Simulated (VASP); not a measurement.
# Rh (P6_3/mmc) in VASP: relaxation of cell and atoms with PBEsol

Aim: the relaxation of cell and atoms of Rh with PBEsol.

All numbers are computed with VASP 6.6.1; they aren't measurements. Logs are shortened: lines on timing, memory, paths and dates and some standing lists are left out, and cuts for length are marked.

## Step 1: The cell of the first run

It takes space group P6_3/mmc (No. 194, hexagonal). Conventional cell: a = 2.680 Å, b = 2.680 Å, c = 4.342 Å, α = 90.00°, β = 90.00°, γ = 120.00°. Rh (site symmetry -6m2) has 12 Rh at 2.67 to 2.68 Å within 3.5 Å.

This isn't the form of Rh at room conditions, which is fcc.

## Step 2: Relaxation of cell and atoms, PBEsol, collinear spin, zero start

INCAR reads:

```
SYSTEM = Rh
PREC     = Accurate       ! precision mode
ENCUT    = 600            ! plane-wave cutoff, eV
EDIFF    = 1E-6           ! SCF threshold, eV
ISMEAR   = -1             ! smearing method
SIGMA    = 0.08           ! smearing width, eV
LREAL    = .FALSE.        ! projectors in reciprocal space
LASPH    = .TRUE.         ! aspherical terms in the spheres
NELM     = 150            ! most SCF steps
ALGO     = Normal         ! electronic algorithm
ISIF     = 3              ! what is computed and relaxed
LWAVE    = .FALSE.        ! write WAVECAR
LCHARG   = .FALSE.        ! write CHGCAR
ISPIN    = 2              ! spin polarisation
MAGMOM   = 0 0            ! initial moments
LORBIT   = 11             ! projections on sites
LMAXMIX  = 4              ! l up to which the mixer works
GGA      = PS             ! functional
IBRION   = 2              ! ionic algorithm
NSW      = 60             ! ionic steps
EDIFFG   = -0.05          ! ionic threshold
```

KPOINTS reads:

```
Automatic mesh
0
G
  19 19 10
  0 0 0
```

POSCAR reads:

```
Rh
1.0
    2.6801533640      0.0000000000      0.0000000000
   -1.3400766820      2.3210808993      0.0000000000
    0.0000000000      0.0000000000      4.3418484497
Rh
2
Direct
    0.3333333333      0.6666666667      0.2500000000
    0.6666666667      0.3333333333      0.7500000000
```

Potentials or basis: VASP PAW PBE potentials, release 64 (Rh_pv).

Command:

```bash
$ cat potpaw_PBE.64/Rh_pv/POTCAR > POTCAR
$ mpirun -np 1 vasp_std > vasp.out
```

OUTCAR:

```text
SYSTEM = Rh
   PREC = Accurate
   ENCUT = 600
   EDIFF = 1E-6
   ISMEAR = -1
   LREAL = .FALSE.
   LASPH = .TRUE.
   NELM = 150
   ISIF = 3
   ISPIN = 2
   LORBIT = 11
   GGA = PS
   IBRION = 2
   NSW = 60
   EDIFFG = -0.05

 ion  position               nearest neighbor table
   1  0.333  0.667  0.250-   2 2.67   2 2.67   2 2.67   2 2.67   2 2.67   2 2.67
   2  0.667  0.333  0.750-   1 2.67   1 2.67   1 2.67   1 2.67   1 2.67   1 2.67

  LATTYP: Found a hexagonal cell.
 ALAT       =     2.6801533640
 C/A-ratio  =     1.6200000000

  Lattice vectors:

 A1 = (   2.6801533640,   0.0000000000,   0.0000000000)
 A2 = (  -1.3400766820,   2.3210808993,   0.0000000000)
 A3 = (   0.0000000000,   0.0000000000,   4.3418484497)

Analysis of symmetry for initial positions (statically):
=====================================================================
 Subroutine PRICEL returns:
 Original cell was already a primitive cell.

 Routine SETGRP: Setting up the symmetry group for a
 hexagonal supercell.

 Subroutine GETGRP returns: Found 24 space group operations
 (whereof 12 operations were pure point group operations)
 out of a pool of 24 trial point group operations.

The static configuration has the point symmetry D_3d.
 The point group associated with its full space group is D_6h.

Analysis of symmetry for dynamics (positions and initial velocities):
=====================================================================
 Subroutine PRICEL returns:
 Original cell was already a primitive cell.

 Routine SETGRP: Setting up the symmetry group for a
 hexagonal supercell.

 Subroutine GETGRP returns: Found 24 space group operations
 (whereof 12 operations were pure point group operations)
 out of a pool of 24 trial point group operations.

The dynamic configuration has the point symmetry D_3d.
 The point group associated with its full space group is D_6h.

Analysis of structural, dynamic, and magnetic symmetry:
=====================================================================
 Subroutine PRICEL returns:
 Original cell was already a primitive cell.

 Routine SETGRP: Setting up the symmetry group for a
 hexagonal supercell.

 Subroutine GETGRP returns: Found 24 space group operations
 (whereof 12 operations were pure point group operations)
 out of a pool of 24 trial point group operations.

The overall configuration has the point symmetry D_3d.
 The point group associated with its full space group is D_6h.

 Subroutine INISYM returns: Found 24 space group operations
 (whereof 12 operations are pure point group operations),
 and found     1 'primitive' translations

----------------------------------------------------------------------------------------

                                     Primitive cell

  volume of cell :      27.0100

  direct lattice vectors                    reciprocal lattice vectors
     2.680153364  0.000000000  0.000000000     0.373112977  0.215416878  0.000000000
    -1.340076682  2.321080899  0.000000000     0.000000000  0.430833755  0.000000000
     0.000000000  0.000000000  4.341848450     0.000000000  0.000000000  0.230316652

  length of vectors
     2.680153364  2.680153364  4.341848450     0.430833755  0.430833755  0.230316652

  position of ions in fractional coordinates (direct lattice)
     0.333333333  0.666666667  0.250000000
     0.666666667  0.333333333  0.750000000

  ion indices of the primitive-cell ions
   primitive index   ion index
                 1           1
                 2           2

----------------------------------------------------------------------------------------

 KPOINTS: Automatic mesh

Automatic generation of k-mesh.
 Grid dimensions read from file:
 generate k-points for:   19   19   10

 Generating k-lattice:

  Cartesian coordinates                     Fractional coordinates (reciprocal lattice)
     0.019637525  0.011337730  0.000000000     0.052631579  0.000000000  0.000000000
     0.000000000  0.022675461  0.000000000     0.000000000  0.052631579  0.000000000
     0.000000000  0.000000000  0.023031665     0.000000000  0.000000000  0.100000000

  Length of vectors
     0.022675461  0.022675461  0.023031665

  Shift w.r.t. Gamma in fractional coordinates (k-lattice)
     0.000000000  0.000000000  0.000000000

 Subroutine IBZKPT returns following result:
 ===========================================

 Found    240 irreducible k-points:

 Following reciprocal coordinates:
            Coordinates               Weight
  0.000000  0.000000  0.000000      1.000000
  0.052632  0.000000  0.000000      6.000000
  0.105263  0.000000  0.000000      6.000000
  0.157895 -0.000000  0.000000      6.000000
  0.210526 -0.000000  0.000000      6.000000
  0.263158  0.000000  0.000000      6.000000
[... 16 lines left out ...]
  0.263158  0.105263  0.000000     12.000000
  0.315789  0.105263  0.000000     12.000000
 [... further k-points ...]
   k-points           NKPTS =    240   k-points in BZ     NKDIM =    240   number of bands    NBANDS=     19
   number of dos      NEDOS =    301   number of ions     NIONS =      2
   total plane-waves  NPLWV =  20736
   dimension x,y,z NGX =    24 NGY =   24 NGZ =   36
   dimension x,y,z NGXF=    48 NGYF=   48 NGZF=   72
   ions per type =               2
   NGX,Y,Z   is equivalent  to a cutoff of  14.89, 14.89, 13.78 a.u.
   NGXF,Y,Z  is equivalent  to a cutoff of  29.77, 29.77, 27.57 a.u.
 SYSTEM =  Rh
   PREC   = accura    normal or accurate (medium, high low for compatibility)
   ISTART =      0    job   : 0-new  1-cont  2-samecut
   ICHARG =      2    charge: 1-file 2-atom 10-const
   ISPIN  =      2    spin polarized calculation?
   LNONCOLLINEAR =      F non collinear calculations
   LSORBIT =      F    spin-orbit coupling
   LASPH  =      T    aspherical Exc in radial PAW
   ENCUT  =  600.0 eV  44.10 Ry    6.64 a.u.   5.35  5.35  8.67*2*pi/ulx,y,z
   NELM   =    150;   NELMIN=  2; NELMDL= -5     # of ELM steps
   EDIFF  = 0.1E-05   stopping-criterion for ELM
   LREAL  =      F    real-space projection
   EDIFFG = -.5E-01   stopping-criterion for IOM
   NSW    =     60    number of steps for IOM
   IBRION =      2    ionic relax: 0-MD 1-quasi-New 2-CG
   NFREE  =      1    steps in history (QN), initial steepest desc. (CG)
   ISIF   =      3    stress and relaxation
   ISYM   =      2    0-nonsym 1-usesym 2-fastsym
   POTIM  = 0.5000    time-step for ionic-motion
   TEBEG  =    0.0;   TEEND  =   0.0 temperature during run
   PSTRESS=    0.0 pullay stress
   NELECT =      30.0000    total number of electrons
   NUPDOWN=      -1.0000    fix difference up-down
   EMIN   =  10.00;   EMAX   =-10.00  energy-range for DOS
   EFERMI =   0.00;   METHOD = LEGACY
   ISMEAR =    -1;   SIGMA  =   0.08  broadening in eV -4-tet -1-fermi 0-gaus
   EFERMI_NEDOS =   21; number of points for ismear=-14 and -15
   IALGO  =     38    algorithm
   IMIX   =      4    mixing-type and parameters
     AMIX     =   0.40;   BMIX     =  1.00
     AMIX_MAG =   1.60;   BMIX_MAG =  1.00
  volume/ion in A,a.u.               =      13.51        91.14
  Fermi-wavevector in a.u.,A,eV,Ry     =   1.695406  3.203853 39.108608  2.874402
  Thomas-Fermi vector in A             =   2.776456
   LORBIT       =     11    0 simple, 1 ext, 2 COOP (PROOUT), +10 PAW based schemes
   GGA     = PS    functional components
   LHFCALC =     F    Hartree Fock is set to
   AEXX    =    0.0000 exact exchange contribution
   IVDW    =     0    specifies the selected vdW correction
   LEPSILON=     F    determine dielectric tensor
   LRPA    =     F    only Hartree local field effects (RPA)
 conjugate gradient relaxation of ions
 spin polarized calculation
  energy-cutoff  :      600.00
  volume of cell :       27.01
 maximum number of plane-waves:       923
 NGX is ok and might be reduce to    24
   NGX = 11   NGY = 11   NGZ = 17

--------------------------------------- Ionic step        1  -------------------------------------------

 number of electron      30.0000003 magnetization       0.0000004

 number of electron      30.0000003 magnetization      -0.0000006

 Free energy of the ion-electron system (eV)
  ---------------------------------------------------
  ext. energy  EPLUGINS =         0.00000000
  ---------------------------------------------------
  free energy    TOTEN  =       -16.22830148 eV

  energy without entropy =      -16.16058996  energy(sigma->0) =      -16.19444572

------------------------ aborting loop because EDIFF is reached ----------------------------------------

  FORCE on cell =-STRESS in cart. coord.  units (eV):
  Direction    XX          YY          ZZ          XY          YZ          ZX
  --------------------------------------------------------------------------------------
  -------------------------------------------------------------------------------------
  Total        0.2462172      0.2462172      0.0540534     -0.0000000     -0.0000000      0.0000000
  in kB       14.6050930     14.6050930      3.2063371     -0.0000000     -0.0000000      0.0000000
  external PRESSURE =      10.8055077 kB  Pullay stress =       0.0000000 kB
[... 99 lines left out ...]
--------------------------------------- Ionic step        4  -------------------------------------------

 number of electron      30.0000002 magnetization       0.0000047

 number of electron      30.0000002 magnetization      -0.0000098

 Free energy of the ion-electron system (eV)
  ---------------------------------------------------
  ext. energy  EPLUGINS =         0.00000000
  ---------------------------------------------------
  free energy    TOTEN  =       -16.22890639 eV

  energy without entropy =      -16.16065143  energy(sigma->0) =      -16.19477891

 E-fermi :  12.1224     XC(G=0): -14.3074

 val. band max:       12.1175246040   @ k =   0.3158   0.3158   0.3000
 cond. band min:      12.1268736627   @ k =   0.3158   0.1053   0.0000
 fundamental gap:      0.0093490587
 Fermi energy:        12.1223656425

 spin component 1

 k-point     1 :       0.0000    0.0000    0.0000
  band No.  band energies     occupation
      1     -35.1239      1.00000
      2     -34.4292      1.00000
      3     -34.4292      1.00000
      4     -34.3259      1.00000
      5     -34.3144      1.00000
      6     -34.3144      1.00000
[... 11 lines left out ...]
     18      12.7742      0.00029
     19      20.8812      0.00000
[... 491 lines left out ...]
      5     -34.4733      1.00000
      6     -34.4335      1.00000
[... 11 lines left out ...]
     18      20.6282      0.00000
     19      21.6296      0.00000

 [... further k-points ...]

 spin component 2

 k-point     1 :       0.0000    0.0000    0.0000
  band No.  band energies     occupation
      1     -35.1239      1.00000
      2     -34.4292      1.00000
      3     -34.4292      1.00000
      4     -34.3259      1.00000
      5     -34.3144      1.00000
      6     -34.3144      1.00000
[... 11 lines left out ...]
     18      12.7742      0.00029
     19      20.8812      0.00000
[... 535 lines left out ...]
  FREE ENERGIE OF THE ION-ELECTRON SYSTEM (eV)
  ---------------------------------------------------
  free  energy   TOTEN  =       -16.2289063883 eV

  energy  without entropy=      -16.1606514301  energy(sigma->0) =      -16.19477891

 reached required accuracy - stopping structural energy minimisation

 total charge

# of ion       s       p       d       tot
------------------------------------------
    1        0.411   6.315   7.077  13.804
    2        0.411   6.315   7.077  13.804
--------------------------------------------------
tot          0.823  12.630  14.155  27.607

 magnetization (x)

# of ion       s       p       d       tot
------------------------------------------
    1        0.000   0.000   0.000   0.000
    2        0.000   0.000   0.000   0.000
--------------------------------------------------
tot          0.000   0.000   0.000   0.000
```

It took 3.1 min on 1 thread of Intel Xeon 6975P-C (Granite Rapids), shared host; peak memory 0.33 GiB.

What came out:

```yaml
Free_energy: -16.2289 eV
Relaxed_volume: 13.55 Å³/atom
Relaxed_cell: a = 2.688 Å, b = 2.688 Å, c = 4.334 Å, α = 90.00°, β = 90.00°, γ = 120.00°
Space_group_after_relaxing_to_0.1_Å: P6_3/mmc (No. 194)
Energy_gained_by_relaxing: 0.3 meV/atom
Ionic_steps: 4
Pressure_after_relaxing: 0.1 GPa
Band_gap_on_the_k_mesh: zero (filled and empty bands overlap)
Net_moment: 0.00 μB per cell
Valence_electrons_inside_the_program's_atomic_spheres: Rh 13.80
```

Step by step:
```tsv
step	energy change (eV)	largest force (eV/Å)	pressure (GPa)	volume (Å³)
1	0.0000	0.0000	1.08	27.01
2	0.0015	0.0000	-2.62	27.37
3	-0.0005	0.0000	-0.20	27.13
4	-0.0006	0.0000	0.07	27.11
```

Final structure:
```
Rh
1.0
     2.68766    0.00000    0.00000
    -1.34383    2.32758    0.00000
     0.00000    0.00000    4.33359
Rh
2
Direct
  0.33333 0.66667 0.25000
  0.66667 0.33333 0.75000
```

Levels at points of the mesh, in eV from the Fermi level:
Spin up:
```csv
k point,band 13,band 14,band 15,band 16,band 17,band 18
"(0.00, 0.00, 0.00)",-2.58,-1.99,-1.99,0.14,0.14,0.65
"(0.00, 0.00, 0.50)",-3.24,-3.24,-0.45,-0.45,-0.45,-0.45
```
Spin down:
| k point | band 12 | band 13 | band 14 | band 15 | band 16 | band 17 | band 18 | band 19 |
| --- | --- | --- | --- | --- | --- | --- | --- | --- |
| (0.00, 0.00, 0.00) | -2.58 | -2.58 | -1.99 | -1.99 | 0.14 | 0.14 | 0.65 | 8.76 |
| (0.00, 0.00, 0.50) | -3.24 | -3.24 | -3.24 | -0.45 | -0.45 | -0.45 | -0.45 | 14.86 |

Caveat: the PAW data sets were made with another functional, which shifts forces and pressure a little.
